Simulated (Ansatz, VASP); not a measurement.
**One calculation of KTe2C4, two programs**

Contents of INCAR:

```
PREC = Accurate
ENCUT = 600
EDIFF = 1E-6
ISMEAR = 0
SIGMA = 0.1
LREAL = F
LASPH = T
NELM = 100
ALGO = Normal
ISIF = 3
LWAVE = F
LCHARG = F
GGA = PE
IBRION = 2
NSW = 100
EDIFFG = -0.01
```

KPOINTS

```
regular mesh
0
Gamma
  12 12 4
```

File POSCAR:

```
KTe2C4
1.0
    4.1704452823      0.0000000000      0.0000000000
   -2.0852226411      3.6117115595      0.0000000000
    0.0000000000      0.0000000000      9.7917919098
K Te C
1 2 4
Direct
    0.0000000000      0.0000000000      0.0000000000
    0.0000000000      0.0000000000      0.6368723634
    0.0000000000      0.0000000000      0.3631276366
    0.3333333333      0.6666666667      0.0000000000
    0.6666666667      0.3333333333      0.0000000000
    0.3333333333      0.6666666667      0.5000000000
    0.6666666667      0.3333333333      0.5000000000
```

Input for Ansatz:

```yaml
crystal:
  lattice:
    - [4.1704452823, 0.0, 0.0]
    - [-2.0852226411, 3.6117115595, 0.0]
    - [0.0, 0.0, 9.7917919098]
  atoms:
    - { symbol: K, position: [0.0, 0.0, 0.0] }
    - { symbol: Te, position: [0.0, 0.0, 0.6368723634] }
    - { symbol: Te, position: [0.0, 0.0, 0.3631276366] }
    - { symbol: C, position: [0.3333333333, 0.6666666667, 0.0] }
    - { symbol: C, position: [0.6666666667, 0.3333333333, 0.0] }
    - { symbol: C, position: [0.3333333333, 0.6666666667, 0.5] }
    - { symbol: C, position: [0.6666666667, 0.3333333333, 0.5] }
basis:
  ecutwfc: 420
kpoints:
  mp_grid: { grid: [12, 12, 4] }
hamiltonian:
  xc: pbe
scf:
  occupations: { method: gaussian, width: 0.1 }
output:
  forces: true
  stress: true
  eigenvalues: true
relax:
  adjacent_minimum: "off"
  f_tol: 0.01
  max_steps: 80
  cell: { stress_tol: 0.05 }
```

Alike in both runs: task relaxation of cell and atoms; functional PBE; k mesh 12 × 12 × 4; occupations gaussian, width 0.1 eV; no spin polarisation.

|  | VASP | Ansatz |
| --- | --- | --- |
| version | VASP 6.6.1 | Ansatz 0.2.0 |
| potentials or method | VASP PAW PBE potentials, release 64 (K_sv, Te, C), cutoff 600 eV | scalar-relativistic, plane waves, PAW |
| valence electrons in the cell | 37 | 57 |

Ansatz gave:

| Property | Result |
| --- | --- |
| gap on the k mesh at the Fermi level, each at its own relaxed structure (eV) | none |
| relaxed volume (Å³/atom) | 21.10 |
| relaxed cell length with the largest relative difference (Å) | 9.787 |

**Question.** Which values does VASP return?

**Answer.** gap on the k mesh at the Fermi level, each at its own relaxed structure (eV): none; relaxed volume (Å³/atom): 21.09; relaxed cell length with the largest relative difference (Å): 9.757.

A gap of «none» marks a metal or a gap that the smearing closes. VASP's potentials hold 37 valence electrons a cell and Ansatz's 57, so a difference there can come from the potentials and not from the codes.

Spin-orbit coupling is off throughout.
